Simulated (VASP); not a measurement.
Here is a VASP 6.6.1 calculation.

POSCAR

```
SiC
1.0
    0.0000000000      2.1413900000      2.1087800000
    2.1413900000      0.0000000000      2.1087800000
    2.1413900000      2.1413900000      0.0000000000
Si C
1 1
Direct
    0.0000000000      0.0000000000      0.0000000000
    0.7500000000      0.7500000000      0.7500000000
```

File INCAR.step1:

```
SYSTEM = SiC
ALGO     = Normal         ! electronic algorithm
EDIFF    = 1E-5           ! SCF threshold, eV
ENCUT    = 660            ! plane-wave cutoff, eV
GGA      = PE             ! functional
GGA_COMPAT= .False.      
ISMEAR   = 0              ! smearing method
LASPH    = .True.         ! aspherical terms in the spheres
LCHARG   = .False.        ! write CHGCAR
LREAL    = .False.        ! projectors in reciprocal space
LWAVE    = .True.         ! write WAVECAR
NBANDS   = 11             ! bands
NELM     = 120            ! most SCF steps
PREC     = Accurate       ! precision mode
SIGMA    = 0.05           ! smearing width, eV
```

INCAR.step2

```
SYSTEM = SiC
ALGO     = Normal         ! electronic algorithm
EDIFF    = 1E-6           ! SCF threshold, eV
ENCUT    = 660            ! plane-wave cutoff, eV
GGA_COMPAT= .False.      
ISIF     = 2              ! what is computed and relaxed
ISMEAR   = 0              ! smearing method
ISTART   = 1            
LASPH    = .True.         ! aspherical terms in the spheres
LCHARG   = .False.        ! write CHGCAR
LMIXTAU  = .True.       
LREAL    = .False.        ! projectors in reciprocal space
LWAVE    = .False.        ! write WAVECAR
METAGGA  = R2SCAN         ! meta-GGA
NBANDS   = 11             ! bands
NELM     = 120            ! most SCF steps
PREC     = Accurate       ! precision mode
SIGMA    = 0.05           ! smearing width, eV
```

The input KPOINTS:

```
k-points
0
Gamma
  12 12 12
  0 0 0
```

Potentials or basis: VASP PAW PBE potentials, release 64 (Si, C).

Command:

```sh
$ cat potpaw_PBE.64/Si/POTCAR potpaw_PBE.64/C/POTCAR > POTCAR
$ cp INCAR.step1 INCAR
$ mpirun -np 1 vasp_std > vasp.out
$ cp INCAR.step2 INCAR
$ mpirun -np 1 vasp_std > vasp.out
```

**Question.** Estimate the band gap on the k mesh.

**Answer.** 1.51 eV, indirect (least direct gap 5.12 eV).

**Question.** What does it give for the pressure?

**Answer.** 16.7 GPa.

Stress tensor (GPa, compression positive):
```
15.26  0.00  0.00
 0.00 15.26  0.00
 0.00  0.00 19.46
```

Caveat: the cell differs from its parent crystal (strain -0.015 along x and y, -0.030 along z); the PAW data sets were made with another functional, which shifts forces and pressure a little. A k mesh can miss the band edges.
